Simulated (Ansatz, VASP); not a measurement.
# One calculation of Si, two programs

Contents of POSCAR:

```
Si
1.0
    0.0000000000      2.7218511900      2.7218511900
    2.7218511900      0.0000000000      2.7218511900
    2.7218511900      2.7218511900      0.0000000000
Si
2
Direct
    0.7500000000      0.7500000000      0.7500000000
    0.5000000000      0.5000000000      0.5000000000
```

Contents of INCAR.step1:

```
PREC = Accurate
ENCUT = 550
ISMEAR = 0
SIGMA = 0.01
LREAL = False
LASPH = True
NELM = 120
NBANDS = 11
GGA = PE
ALGO = Normal
EDIFF = 1E-5
LWAVE = True
LCHARG = False
GGA_COMPAT = False
```

Contents of INCAR.step2:

```
PREC = Accurate
ENCUT = 550
EDIFF = 1E-6
ISMEAR = 0
SIGMA = 0.01
LREAL = False
LASPH = True
NELM = 120
ALGO = Normal
ISIF = 2
LWAVE = False
LCHARG = False
METAGGA = R2SCAN
LMIXTAU = True
NBANDS = 11
ISTART = 1
GGA_COMPAT = False
```

File KPOINTS:

```
regular mesh
0
Gamma
  8 8 8
```

Input for Ansatz:

```yaml
crystal:
  lattice:
    - [0.0, 2.72185119, 2.72185119]
    - [2.72185119, 0.0, 2.72185119]
    - [2.72185119, 2.72185119, 0.0]
  atoms:
    - { symbol: Si, position: [0.75, 0.75, 0.75] }
    - { symbol: Si, position: [0.5, 0.5, 0.5] }
basis:
  ecutwfc: 500
  xc_grid: 3
kpoints:
  mp_grid: { grid: [8, 8, 8] }
  band_path: { path: [VBM, CBM], npoints: 2 }
hamiltonian:
  xc: r2scan
scf:
  occupations: { method: gaussian, width: 0.01 }
output:
  forces: true
  stress: true
  eigenvalues: true
```

Alike in both runs: task single point; functional r2SCAN; k mesh 8 × 8 × 8; occupations gaussian, width 0.01 eV; no spin polarisation.

|  | VASP | Ansatz |
| --- | --- | --- |
| version | VASP 6.6.1 | Ansatz 0.2.0 |
| potentials or method | VASP PAW PBE potentials, release 64 (Si), cutoff 550 eV | scalar-relativistic, plane waves, PAW |
| valence electrons in the cell | 8 | 8 |

|  | VASP | Ansatz | Ansatz less VASP |
| --- | --- | --- | --- |
| gap on the k mesh at the Fermi level (eV) | 0.83 | 0.81 | -0.015 |
| least direct gap on the mesh (eV) | 2.75 | 2.74 | -0.016 |
| pressure (GPa) | -0.2 | 0.0 | +0.24 |

VASP's potentials were made for PBE, not for r2SCAN.
